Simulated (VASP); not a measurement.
Wanted: the native input for a VASP 6.6.1 run.

| Property | Result |
| --- | --- |
| Task | single point |
| Functional | PBEsol |
| Potentials or basis | VASP PAW PBE potentials, release 64 (Sn_d, Pb_d, O) |
| Cutoff | 520 eV |
| k mesh | 1 × 1 × 1, shifted |
| Occupations | fermi-dirac, width 0.05 eV |
| Spin | no spin polarisation |
| Dipole correction | no |
| Further INCAR settings | LREAL = Auto; ALGO = Normal; EDIFF = 1e-06; NBANDS = 354; ISYM = 0 |

The structure of Sn23PbO48 lies in POSCAR:

```
Sn23PbO48
1.0
    9.5654740000      0.0000000000      0.0000000000
    0.0000000000      9.5654740000      0.0000000000
    0.0000000000      0.0000000000      9.6718890000
Sn Pb O
23 1 48
Direct
    0.9985680000      0.9975510000      0.0004140000
    0.9971430000      0.9962460000      0.3312570000
    0.0010920000      0.9985400000      0.6643450000
    0.0014580000      0.4977350000      0.9998380000
    0.9983500000      0.4997060000      0.3313520000
    0.9971920000      0.4967800000      0.6691860000
    0.4980050000      0.0016590000      0.0012020000
    0.4946410000      0.0013990000      0.3327140000
    0.4998690000      0.0023990000      0.6645200000
    0.5005490000      0.4965970000      0.0037220000
    0.5002560000      0.4989350000      0.3344850000
    0.4976760000      0.5028140000      0.6649820000
    0.2455800000      0.2496990000      0.1702030000
    0.2503660000      0.2480320000      0.4976390000
    0.2501010000      0.2511080000      0.8304250000
    0.2523210000      0.7511700000      0.1693260000
    0.2496640000      0.7523270000      0.5019190000
    0.2535360000      0.7497410000      0.8344980000
    0.7490570000      0.2517240000      0.1685010000
    0.7497690000      0.2537350000      0.4992880000
    0.7496570000      0.2525780000      0.8349450000
    0.7515040000      0.7515020000      0.4954340000
    0.7508220000      0.7522680000      0.8327570000
    0.7530050000      0.7552550000      0.1683940000
    0.1524330000      0.1528360000      0.9978350000
    0.1565490000      0.1543700000      0.3302120000
    0.1570900000      0.1542740000      0.6681730000
    0.1541360000      0.6548420000      0.0030410000
    0.1547590000      0.6534670000      0.3325990000
    0.1506820000      0.6556890000      0.6622090000
    0.6604570000      0.1503490000      0.0006380000
    0.6569680000      0.1496640000      0.3298460000
    0.6515180000      0.1494000000      0.6669990000
    0.6552180000      0.6519620000      0.9984830000
    0.6518920000      0.6521500000      0.3332940000
    0.6509890000      0.6522410000      0.6690830000
    0.3443560000      0.3462290000      0.0025330000
    0.3452190000      0.3451510000      0.3349810000
    0.3459420000      0.3427240000      0.6672380000
    0.3434310000      0.8464110000      0.9977750000
    0.3459990000      0.8477490000      0.3320530000
    0.3478880000      0.8467410000      0.6629140000
    0.8450810000      0.3504660000      0.0011020000
    0.8492290000      0.3458460000      0.3356490000
    0.8485140000      0.3450800000      0.6640820000
    0.8482850000      0.8464260000      0.9977960000
    0.8463100000      0.8501660000      0.3331420000
    0.8455140000      0.8456130000      0.6638760000
    0.0984210000      0.4001000000      0.1659940000
    0.0937150000      0.4055070000      0.5005310000
    0.0960820000      0.4013720000      0.8355780000
    0.0974520000      0.9053990000      0.1672050000
    0.0948450000      0.9023190000      0.4985010000
    0.0972980000      0.9081030000      0.8352330000
    0.5970080000      0.4027530000      0.1629800000
    0.5963270000      0.4021540000      0.4998670000
    0.5963280000      0.4024420000      0.8323370000
    0.5963070000      0.9019410000      0.1645640000
    0.6022340000      0.9036560000      0.5027440000
    0.5926180000      0.9028600000      0.8377740000
    0.4027870000      0.0961500000      0.1675940000
    0.4061400000      0.0983690000      0.4991420000
    0.4029750000      0.0930590000      0.8332900000
    0.4002690000      0.5991220000      0.1680940000
    0.4028130000      0.5973890000      0.4986380000
    0.4030810000      0.5990950000      0.8307830000
    0.9043350000      0.0996790000      0.1684440000
    0.9036760000      0.0991670000      0.5023790000
    0.9037940000      0.0994270000      0.8378360000
    0.9044500000      0.5957990000      0.1662070000
    0.9004140000      0.5958070000      0.4991790000
    0.9013230000      0.5940910000      0.8389530000
```

One way to write it, as run:

INCAR

```
  PREC = Accurate
  ENCUT = 520
  EDIFF = 1E-6
  ISMEAR = -1
  SIGMA = 0.05
  LREAL = Auto
  LASPH = True
  NELM = 60
  ALGO = Normal
  ISIF = 2
  LWAVE = False
  LCHARG = False
  GGA = PS
  NBANDS = 354
  ISYM = 0
  NCORE = 4
```

KPOINTS

```
Automatic mesh
0
Gamma
  1 1 1
  0.25 0.25 0.25
```

Potentials or basis: VASP PAW PBE potentials, release 64 (Sn_d, Pb_d, O).

Launch:

```sh
$ cat potpaw_PBE.64/Sn_d/POTCAR potpaw_PBE.64/Pb_d/POTCAR potpaw_PBE.64/O/POTCAR > POTCAR
$ mpirun -np 4 vasp_std > vasp.out
```

It gave:

| Property | Result |
| --- | --- |
| Pressure | 0.5 GPa |
| Largest force | 1.959 eV/Å |
| Band gap on the k mesh | 2.02 eV, direct |

Caveat: the k points lie up to 0.66 Å⁻¹ apart; the PAW data sets were made with another functional, which shifts forces and pressure a little; spin-orbit coupling is left out, which moves the levels of the heavy elements.

Wall time 7.9 min on 4 MPI ranks on Intel(R) Xeon(R) Platinum 8488C (Sapphire Rapids), with other jobs on the host, peak memory 0.41 GiB a rank.
